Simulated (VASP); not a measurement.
Wanted: the native input for a VASP 6.6.1 run.

- Task: single point
- Functional: PBE
- Potentials or basis: VASP PAW PBE potentials, release 64 (Zn, S)
- Cutoff: 520 eV
- k mesh: 8 × 8 × 8
- Occupations: gaussian, width 0.05 eV
- Spin: no spin polarisation
- Dipole correction: no
- Further INCAR settings: ALGO = Normal; EDIFF = 1e-06; NBANDS = 16

The structure of ZnS lies in POSCAR:

```
ZnS
1.0
    0.0000000000      2.7215639846      2.6399170651
    2.7215639846      0.0000000000      2.6399170651
    2.7215639846      2.7215639846      0.0000000000
Zn S
1 1
Direct
    0.0000000000      0.0000000000      0.0000000000
    0.7500000000      0.7500000000      0.7500000000
```

This cell differs from its parent crystal: strain +0.000 along x and y, -0.030 along z.

One way to write it, as run:

INCAR

```
ALGO     = Normal         # electronic algorithm
EDIFF    = 1E-6           # SCF threshold, eV
ENCUT    = 520            # plane-wave cutoff, eV
GGA      = PE             # functional
ISIF     = 2              # what is computed and relaxed
ISMEAR   = 0              # smearing method
LASPH    = True           # aspherical terms in the spheres
LCHARG   = False          # write CHGCAR
LREAL    = False          # projectors in reciprocal space
LWAVE    = False          # write WAVECAR
NBANDS   = 16             # bands
NELM     = 60             # most SCF steps
PREC     = Accurate       # precision mode
SIGMA    = 0.05           # smearing width, eV
```

KPOINTS

```
k-points
0
Gamma
  8 8 8
```

Potentials or basis: VASP PAW PBE potentials, release 64 (Zn, S).

Launch:

```sh
$ cat potpaw_PBE.64/Zn/POTCAR potpaw_PBE.64/S/POTCAR > POTCAR
$ mpirun -np 1 vasp_std > vasp.out
```

It gave:

The pressure is 2.4 GPa. The band gap on the k mesh is 2.08 eV, direct.

Caveat: the cell differs from its parent crystal (strain +0.000 along x and y, -0.030 along z).

Run time: 14 s on 1 thread of Intel(R) Xeon(R) 6975P-C (Granite Rapids), on a shared host, peak memory 0.17 GiB.
